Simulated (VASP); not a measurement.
# Sn (C2/c) in VASP: notebook, part 2 of 3

VASP 6.6.1.

## Step 3: Single point, PBE

Input file INCAR:

```
SYSTEM = Sn
ALGO = Normal ; EDIFF = 1E-6
ENCUT = 520 ; GGA = PE
ISIF = 2 ; ISMEAR = -1
LASPH = .TRUE. ; LCHARG = .FALSE.
LREAL = .FALSE. ; LWAVE = .FALSE.
NBANDS = 21 ; NELM = 80
PREC = Accurate ; SIGMA = 0.1
```

Input file KPOINTS:

```
k-points
0
G
  2 2 1
  0 0 0
```

Input file POSCAR:

```
Sn
1.0
   -2.9773321013      2.9790067394      1.6030901642
    2.9790067394     -2.9773321013      1.6030901642
    2.9770686044      2.9770686044     -1.6000204610
Sn
2
Direct
    0.0000231878      0.9999768122      0.0000000000
    0.7499768122      0.2500231878      0.5000000000
```

Potentials or basis: VASP PAW PBE potentials, release 64 (Sn_d).

The run is started by

```console
cat potpaw_PBE.64/Sn_d/POTCAR > POTCAR
mpirun -np 1 vasp_std > vasp.out
```

OUTCAR:

```text
SYSTEM = Sn
   EDIFF = 1E-6
   ENCUT = 520
   GGA = PE
   ISIF = 2
   ISMEAR = -1
   LASPH = .TRUE.
   LREAL = .FALSE.
   NELM = 80
   PREC = Accurate

 ion  position               nearest neighbor table
   1  0.000  1.000  0.000-   2 3.08   2 3.08   2 3.08   2 3.08
   2  0.750  0.250  0.500-   1 3.08   1 3.08   1 3.08   1 3.08

  LATTYP: Found a base centered monoclinic cell.
 ALAT       =     3.2061812031
 B/A-ratio  =     2.6272798189
 C/A-ratio  =     1.4047838613
 COS(beta)  =    -0.3545544096

  Lattice vectors:

 A1 = (  -2.9773321013,   2.9790067394,   1.6030901642)
 A2 = (   2.9790067394,  -2.9773321013,   1.6030901642)
 A3 = (   2.9770686044,   2.9770686044,  -1.6000204610)

Analysis of symmetry for initial positions (statically):
=====================================================================
 Subroutine PRICEL returns:
 Original cell was already a primitive cell.

 Routine SETGRP: Setting up the symmetry group for a
 base centered monoclinic supercell.

 Subroutine GETGRP returns: Found  4 space group operations
 (whereof  2 operations were pure point group operations)
 out of a pool of  4 trial point group operations.

The static configuration has the point symmetry C_2 .
 The point group associated with its full space group is C_2h.

Analysis of symmetry for dynamics (positions and initial velocities):
=====================================================================
 Subroutine PRICEL returns:
 Original cell was already a primitive cell.

 Routine SETGRP: Setting up the symmetry group for a
 base centered monoclinic supercell.

 Subroutine GETGRP returns: Found  4 space group operations
 (whereof  2 operations were pure point group operations)
 out of a pool of  4 trial point group operations.

The dynamic configuration has the point symmetry C_2 .
 The point group associated with its full space group is C_2h.

 Subroutine INISYM returns: Found  4 space group operations
 (whereof  2 operations are pure point group operations),
 and found     1 'primitive' translations

----------------------------------------------------------------------------------------

                                     Primitive cell

  volume of cell :      56.8693

  direct lattice vectors                    reciprocal lattice vectors
    -2.977332101  2.979006739  1.603090164    -0.000153283  0.167735084  0.311810085
     2.979006739 -2.977332101  1.603090164     0.167735084 -0.000153283  0.311810085
     2.977068604  2.977068604 -1.600020461     0.167903313  0.167903313 -0.000175397

  length of vectors
     4.506538103  4.506538103  4.503991610     0.354063004  0.354063004  0.237451207

  position of ions in fractional coordinates (direct lattice)
     0.000023188  0.999976812  1.000000000
     0.749976812  0.250023188  0.500000000

  ion indices of the primitive-cell ions
   primitive index   ion index
                 1           1
                 2           2

----------------------------------------------------------------------------------------

 KPOINTS: k-points

Automatic generation of k-mesh.
 Grid dimensions read from file:
 generate k-points for:    2    2    1

 Generating k-lattice:

  Cartesian coordinates                     Fractional coordinates (reciprocal lattice)
    -0.000076642  0.083867542  0.155905043     0.500000000  0.000000000 -0.000000000
     0.083867542 -0.000076642  0.155905043     0.000000000  0.500000000 -0.000000000
     0.167903313  0.167903313 -0.000175397    -0.000000000 -0.000000000  1.000000000

  Length of vectors
     0.177031502  0.177031502  0.237451207

  Shift w.r.t. Gamma in fractional coordinates (k-lattice)
     0.000000000  0.000000000  0.000000000

 Subroutine IBZKPT returns following result:
 ===========================================

 Found      3 irreducible k-points:

 Following reciprocal coordinates:
            Coordinates               Weight
  0.000000  0.000000  0.000000      1.000000
  0.500000  0.000000  0.000000      2.000000
  0.500000  0.500000 -0.000000      1.000000
   k-points           NKPTS =      3   k-points in BZ     NKDIM =      3   number of bands    NBANDS=     21
   number of dos      NEDOS =    301   number of ions     NIONS =      2
   total plane-waves  NPLWV =  46656
   dimension x,y,z NGX =    36 NGY =   36 NGZ =   36
   dimension x,y,z NGXF=    72 NGYF=   72 NGZF=   72
   ions per type =               2
   NGX,Y,Z   is equivalent  to a cutoff of  13.28, 13.28, 13.29 a.u.
   NGXF,Y,Z  is equivalent  to a cutoff of  26.56, 26.56, 26.58 a.u.
 SYSTEM =  Sn
   PREC   = accura    normal or accurate (medium, high low for compatibility)
   ISTART =      0    job   : 0-new  1-cont  2-samecut
   ICHARG =      2    charge: 1-file 2-atom 10-const
   ISPIN  =      1    spin polarized calculation?
   LNONCOLLINEAR =      F non collinear calculations
   LSORBIT =      F    spin-orbit coupling
   LASPH  =      T    aspherical Exc in radial PAW
   ENCUT  =  520.0 eV  38.22 Ry    6.18 a.u.   8.38  8.38  8.37*2*pi/ulx,y,z
   NELM   =     80;   NELMIN=  2; NELMDL= -5     # of ELM steps
   EDIFF  = 0.1E-05   stopping-criterion for ELM
   LREAL  =      F    real-space projection
   EDIFFG = 0.1E-04   stopping-criterion for IOM
   NSW    =      0    number of steps for IOM
   IBRION =     -1    ionic relax: 0-MD 1-quasi-New 2-CG
   NFREE  =      0    steps in history (QN), initial steepest desc. (CG)
   ISIF   =      2    stress and relaxation
   ISYM   =      2    0-nonsym 1-usesym 2-fastsym
   POTIM  = 0.5000    time-step for ionic-motion
   TEBEG  =    0.0;   TEEND  =   0.0 temperature during run
   PSTRESS=    0.0 pullay stress
   NELECT =      28.0000    total number of electrons
   NUPDOWN=      -1.0000    fix difference up-down
   EMIN   =  10.00;   EMAX   =-10.00  energy-range for DOS
   EFERMI =   0.00;   METHOD = LEGACY
   ISMEAR =    -1;   SIGMA  =   0.10  broadening in eV -4-tet -1-fermi 0-gaus
   EFERMI_NEDOS =   21; number of points for ismear=-14 and -15
   IALGO  =     38    algorithm
   IMIX   =      4    mixing-type and parameters
     AMIX     =   0.40;   BMIX     =  1.00
     AMIX_MAG =   1.60;   BMIX_MAG =  1.00
  volume/ion in A,a.u.               =      28.43       191.89
  Fermi-wavevector in a.u.,A,eV,Ry     =   1.292711  2.442870 22.736723  1.671102
  Thomas-Fermi vector in A             =   2.424402
   LORBIT       =      0    0 simple, 1 ext, 2 COOP (PROOUT), +10 PAW based schemes
   GGA     = PE    functional components
   LHFCALC =     F    Hartree Fock is set to
   AEXX    =    0.0000 exact exchange contribution
   IVDW    =     0    specifies the selected vdW correction
   LEPSILON=     F    determine dielectric tensor
   LRPA    =     F    only Hartree local field effects (RPA)
 non-spin polarized calculation
  energy-cutoff  :      520.00
  volume of cell :       56.87
 maximum number of plane-waves:      1538
 NGX is ok and might be reduce to    36
   NGX = 17   NGY = 17   NGZ = 17

 number of electron      27.9999994 magnetization

 Free energy of the ion-electron system (eV)
  ---------------------------------------------------
  ext. energy  EPLUGINS =         0.00000000
  ---------------------------------------------------
  free energy    TOTEN  =        -6.80815563 eV

  energy without entropy =       -6.80749571  energy(sigma->0) =       -6.80782567

 E-fermi :   7.2077     XC(G=0):  -9.9864

 val. band max:        6.4163323904   @ k =   0.5000   0.0000   0.0000
 cond. band min:       7.9906500419   @ k =   0.5000   0.5000  -0.0000
 fundamental gap:      1.5743176516
 Fermi energy:         7.2076815542

 k-point     1 :       0.0000    0.0000    0.0000
  band No.  band energies     occupation
      1     -13.9869      2.00000
      2     -13.8886      2.00000
      3     -13.7964      2.00000
      4     -13.7427      2.00000
      5     -13.6669      2.00000
      6     -13.6491      2.00000
[... 13 lines left out ...]
     20      16.9773      0.00000
     21      17.8152      0.00000

 k-point     2 :       0.5000    0.0000    0.0000
  band No.  band energies     occupation
      1     -13.9029      2.00000
      2     -13.8194      2.00000
      3     -13.7924      2.00000
      4     -13.7366      2.00000
      5     -13.7273      2.00000
      6     -13.7172      2.00000
[... 13 lines left out ...]
     20      16.8008      0.00000
     21      17.2152      0.00000

 k-point     3 :       0.5000    0.5000   -0.0000
  band No.  band energies     occupation
      1     -13.8184      2.00000
      2     -13.8159      2.00000
      3     -13.8010      2.00000
      4     -13.7990      2.00000
      5     -13.7732      2.00000
      6     -13.7712      2.00000
[... 13 lines left out ...]
     20      17.0558      0.00000
     21      17.9330      0.00000

------------------------ aborting loop because EDIFF is reached ----------------------------------------

  FORCE on cell =-STRESS in cart. coord.  units (eV):
  Direction    XX          YY          ZZ          XY          YZ          ZX
  --------------------------------------------------------------------------------------
  -------------------------------------------------------------------------------------
  Total        2.5624189      2.5624189      1.6779663     -1.8917674     -1.9746702     -1.9746700
  in kB       72.1909297     72.1909297     47.2732812    -53.2966913    -55.6323089    -55.6323006
  external PRESSURE =      63.8850469 kB  Pullay stress =       0.0000000 kB

 VOLUME and BASIS-vectors are now :
 -----------------------------------------------------------------------------
  energy-cutoff  :      520.00
  volume of cell :       56.87
      direct lattice vectors                 reciprocal lattice vectors
    -2.977332101  2.979006739  1.603090164    -0.000153283  0.167735084  0.311810085
     2.979006739 -2.977332101  1.603090164     0.167735084 -0.000153283  0.311810085
     2.977068604  2.977068604 -1.600020461     0.167903313  0.167903313 -0.000175397

 POSITION                                       TOTAL-FORCE (eV/Angst)
 -----------------------------------------------------------------------------------
      2.97887     -2.97719      1.60309        -0.198691      0.198691     -0.000000
      0.00043      2.97832      0.80308         0.198691     -0.198691      0.000000
 -----------------------------------------------------------------------------------
    total drift:                                0.000000     -0.000000      0.000000

  FREE ENERGIE OF THE ION-ELECTRON SYSTEM (eV)
  ---------------------------------------------------
  free  energy   TOTEN  =        -6.8081556254 eV

  energy  without entropy=       -6.8074957105  energy(sigma->0) =       -6.80782567
```

Run time: 9.7 s. Hardware: 1 thread of Intel Xeon 6975P-C, shared host; peak memory 0.19 GiB.

What came out:

- Free energy: -6.8082 eV
- Pressure: 6.4 GPa
- Largest force: 0.281 eV/Å
- Band gap on the k mesh: zero (band 14 reaches 8.01 eV, above the bottom of band 15 at 6.42 eV)

Forces in eV/Å, atoms in the order of the input:
```
Sn  -0.199  0.199  0.000
Sn   0.199 -0.199  0.000
```

Caveat: the k points lie up to 1.49 Å⁻¹ apart; spin-orbit coupling is left out, which moves the levels of the heavy elements.

## Step 4: Single point, PBE

Input file INCAR:

```
SYSTEM = Sn
PREC = Accurate
ENCUT = 520
EDIFF = 1E-6
ISMEAR = -1
SIGMA = 0.1
LREAL = .False.
LASPH = .True.
NELM = 100
ALGO = Normal
ISIF = 2
LWAVE = .False.
LCHARG = .False.
GGA = PE
NBANDS = 21
```

Input file KPOINTS:

```
regular mesh
0
Gamma
  3 3 2
  0 0 0
```

POSCAR is that of step 3.

The run is started by

```console
cat potpaw_PBE.64/Sn_d/POTCAR > POTCAR
mpirun -np 1 vasp_std > vasp.out
```

Wall time 12 s (1 thread of Intel Xeon 6975P-C, shared host); peak memory 0.2 GiB.

It converged, with:

* Free energy: -7.3488 eV
* Pressure: -0.7 GPa
* Largest force: 0.324 eV/Å
* Band gap on the k mesh: zero (band 14 reaches 7.95 eV, above the bottom of band 15 at 5.82 eV)

Forces on the atoms (eV/Å):
```
Sn   0.229 -0.229  0.000
Sn  -0.229  0.229  0.000
```

Stress tensor (GPa, compression positive):
```
-3.59  3.06 -0.85
 3.06 -3.59 -0.85
-0.85 -0.85  5.01
```

Levels at points of the mesh, in eV from the Fermi level:
```
           k point  band 12  band 13  band 14  band 15  band 16  band 17
(0.00, 0.00, 0.00)    -4.00    -2.00    -2.00     2.91     5.79     5.80
(0.00, 0.00, 0.50)    -8.78     0.44     0.44     1.30     1.30     5.89
```

Caveat: the k points lie up to 0.75 Å⁻¹ apart; spin-orbit coupling is left out, which moves the levels of the heavy elements.

## Step 5: Single point, PBE

Input file INCAR:

```
SYSTEM = Sn
PREC = Accurate
ENCUT = 520
EDIFF = 1E-7
ISMEAR = -1
SIGMA = 0.1
LREAL = .FALSE.
LASPH = .TRUE.
NELM = 60
ALGO = Normal
ISIF = 2
LWAVE = .FALSE.
LCHARG = .FALSE.
GGA = PE
NBANDS = 21
```

Input file KPOINTS:

```
regular mesh
0
G
  4 4 3
  0 0 0
```

POSCAR is that of step 4.

The run is started by

```console
cat potpaw_PBE.64/Sn_d/POTCAR > POTCAR
mpirun -np 1 vasp_std > vasp.out
```

Run time: 20 s. Hardware: 1 thread of Intel Xeon 6975P-C, shared host; peak memory 0.2 GiB.

It converged, with:

```yaml
Free_energy: -7.5022 eV
Pressure: 0.4 GPa
Largest_force: 0.094 eV/Å
Band_gap_on_the_k_mesh: zero (band 14 reaches 7.97 eV, above the bottom of band 15 at 6.42 eV)
```

Forces on the atoms (eV/Å):
```
Sn  -0.066  0.066  0.000
Sn   0.066 -0.066  0.000
```

Stress tensor (GPa, compression positive):
```
 0.02 -0.30  0.33
-0.30  0.02  0.33
 0.33  0.33  1.03
```

Levels at points of the mesh, in eV from the Fermi level:
```csv
k point,band 11,band 12,band 13,band 14,band 15,band 16,band 17,band 18
"(0.00, 0.00, 0.00)",-10.87,-3.97,-1.96,-1.96,2.94,5.83,5.83,6.63
"(0.50, 0.00, 0.00)",-6.83,-5.29,-2.43,-1.72,-1.06,2.24,2.67,4.37
"(0.50, 0.50, 0.00)",-8.75,-8.74,0.47,0.48,1.33,1.34,5.90,5.94
```

Caveat: the k points lie up to 0.56 Å⁻¹ apart; spin-orbit coupling is left out, which moves the levels of the heavy elements.

[end of part 2 of 3]
